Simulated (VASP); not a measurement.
Set up this calculation in VASP 6.6.1, as the native input.

| Item | Value |
| --- | --- |
| Task | electric field gradients |
| Functional | PBE |
| Potentials or basis | VASP PAW PBE potentials, release 64 (Bi_d) |
| Cutoff | 520 eV |
| k mesh | 9 × 9 × 3 |
| Occupations | fermi-dirac, width 0.03 eV |
| Spin | no spin polarisation |
| Dipole correction | no |
| Further INCAR settings | ALGO = Normal; EDIFF = 1e-08; NBANDS = 22 |

The structure of Bi lies in POSCAR:

```
Bi
1.0
    4.5085362925      0.0000000000      0.0000000000
   -2.2542681463      3.9045069633      0.0000000000
    0.0000000000      0.0000000000     11.7496083461
Bi
2
Direct
    0.3333333333      0.6666666667      0.2500000000
    0.6666666667      0.3333333333      0.7500000000
```

This isn't the form of Bi at room conditions, which is rhombohedral.

These files were run (other wordings do the same):

INCAR

```
PREC     = Accurate       # precision mode
ENCUT    = 520            # plane-wave cutoff, eV
EDIFF    = 1E-8           # SCF threshold, eV
ISMEAR   = -1             # smearing method
SIGMA    = 0.03           # smearing width, eV
LREAL    = F              # projectors in reciprocal space
LASPH    = T              # aspherical terms in the spheres
NELM     = 100            # most SCF steps
ALGO     = Normal         # electronic algorithm
ISIF     = 2              # what is computed and relaxed
LWAVE    = F              # write WAVECAR
LCHARG   = F              # write CHGCAR
GGA      = PE             # functional
LEFG     = T            
NBANDS   = 22             # bands
```

KPOINTS

```
Automatic mesh
0
Gamma
  9 9 3
```

Potentials or basis: VASP PAW PBE potentials, release 64 (Bi_d).

The run is started by

```console
$ cat potpaw_PBE.64/Bi_d/POTCAR > POTCAR
$ mpirun -np 1 vasp_std > vasp.out
```

Results of the run:

| Property | Result |
| --- | --- |
| Pressure | -3.4 GPa |
| Band gap on the k mesh | zero (bands 15 and 16 overlap by 2.20 eV) |
| Largest electric field gradient by atom | Bi -131.1 V/Å² |

Caveat: the cell stands under tension; without QUAD_EFG the Cq values of the log hold for a quadrupole moment of 1 mb, not for the nuclei; spin-orbit coupling is left out, which moves the levels of the heavy elements.

Wall time 3.2 min on 1 thread of Intel(R) Xeon(R) Platinum 8175M CPU @ 2.50GHz (Skylake/Cascade Lake), on a shared host, peak memory 0.36 GiB.
